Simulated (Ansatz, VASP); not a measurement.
One calculation of WSe2, two programs

The input INCAR:

```
SYSTEM = WSe2
  PREC = Accurate
  ENCUT = 520
  EDIFF = 1E-7
  ISMEAR = 0
  SIGMA = 0.02
  LREAL = .False.
  LASPH = .True.
  NELM = 100
  ALGO = Normal
  ISIF = 2
  LWAVE = .False.
  LCHARG = .False.
  LDIPOL = .True.
  IDIPOL = 3
  DIPOL = 0.5 0.5 0.500
  GGA = PE
  IVDW = 12
  NBANDS = 20
```

Contents of KPOINTS:

```
Automatic mesh
0
Gamma
  9 9 1
  0 0 0
```

POSCAR

```
WSe2
1.0
    3.2420000000      0.0000000000      0.0000000000
   -1.6210000000      2.8076543591      0.0000000000
    0.0000000000      0.0000000000     32.7373831004
Se W
2 1
Direct
    0.3333333333      0.6666666667      0.4512178480
    0.3333333333      0.6666666667      0.5487821520
    0.6666666667      0.3333333333      0.5000000000
```

Input for Ansatz:

```yaml
crystal:
  lattice:
    - [3.242, 0.0, 0.0]
    - [-1.621, 2.8076543591, 0.0]
    - [0.0, 0.0, 32.7373831004]
  atoms:
    - { symbol: Se, position: [0.3333333333, 0.6666666667, 0.451217848] }
    - { symbol: W, position: [0.6666666667, 0.3333333333, 0.5] }
    - { symbol: Se, position: [0.3333333333, 0.6666666667, 0.548782152] }
  periodic: [true, true, false]
basis:
  ecutwfc: 420
kpoints:
  mp_grid: { grid: [9, 9, 1] }
hamiltonian:
  xc: pbe
  pseudopotentials: { kind: paw, azcp: { folder: soft_1 } }
  dispersion: d3bj
scf:
  occupations: { method: gaussian, width: 0.02 }
output:
  forces: true
  stress: true
  eigenvalues: true
```

Alike in both runs: task single point; functional PBE; dispersion D3(BJ); k mesh 9 × 9 × 1; occupations gaussian, width 0.02 eV; no spin polarisation.

```csv
,VASP,Ansatz
version,VASP 6.6.1,Ansatz 0.2.0
potentials or method,"VASP PAW PBE potentials, release 64 (Se, W_sv), cutoff 520 eV","scalar-relativistic, plane waves, PAW"
valence electrons in the cell,26,46
```

VASP gave:

```
gap on the k mesh at the Fermi level (eV) : 1.61
least direct gap on the mesh (eV)         : 1.61
rms of the force components (eV/Å)        : 1.019
```

Question: Which values does Ansatz return?

Answer: gap on the k mesh at the Fermi level (eV): 1.61; least direct gap on the mesh (eV): 1.61; rms of the force components (eV/Å): 0.987.

VASP's potentials hold 26 valence electrons a cell and Ansatz's 46, so a difference there can come from the potentials and not from the codes.

Neither program's run includes spin-orbit coupling.
